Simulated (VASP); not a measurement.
A run of VASP 6.6.1 is set up as follows.

File INCAR:

```
SYSTEM = V
ALGO     = Normal         ! electronic algorithm
EDIFF    = 1E-6           ! SCF threshold, eV
ENCUT    = 520            ! plane-wave cutoff, eV
GGA      = CA             ! functional
ISIF     = 2              ! what is computed and relaxed
ISMEAR   = -1             ! smearing method
LASPH    = .True.         ! aspherical terms in the spheres
LCHARG   = .True.         ! write CHGCAR
LELF     = .True.         ! ELF
LREAL    = .False.        ! projectors in reciprocal space
LVHAR    = .True.       
LWAVE    = .False.        ! write WAVECAR
NBANDS   = 34             ! bands
NELM     = 60             ! most SCF steps
PREC     = Accurate       ! precision mode
SIGMA    = 0.1            ! smearing width, eV
```

KPOINTS

```
k-points
0
Gamma
  16 16 4
  0 0 0
```

POSCAR

```
V
1.0
    2.6425897559      0.0000000000      0.0000000000
   -1.3212948780      2.2885498604      0.0000000000
    0.0000000000      0.0000000000      9.5605958866
V
4
Direct
    1.0000000000      1.0000000000      0.0000000000
    1.0000000000      0.0000000000      0.5000000000
    0.3333333333      0.6666666667      0.2500000000
    0.6666666667      0.3333333333      0.7500000000
```

Potentials or basis: VASP PAW LDA potentials, release 64 (V_sv).

Run with:

```bash
$ cat potpaw_LDA.64/V_sv/POTCAR > POTCAR
$ mpirun -np 1 vasp_std > vasp.out
```

Task: Estimate the band gap on the k mesh.

Result: Zero (band 26 reaches 9.46 eV, above the bottom of band 27 at 8.48 eV).

Task: What does it give for the pressure?

Result: -17.7 GPa.

Stress tensor (GPa, compression positive):
```
-17.64   0.00   0.00
  0.00 -17.64   0.00
  0.00   0.00 -17.91
```
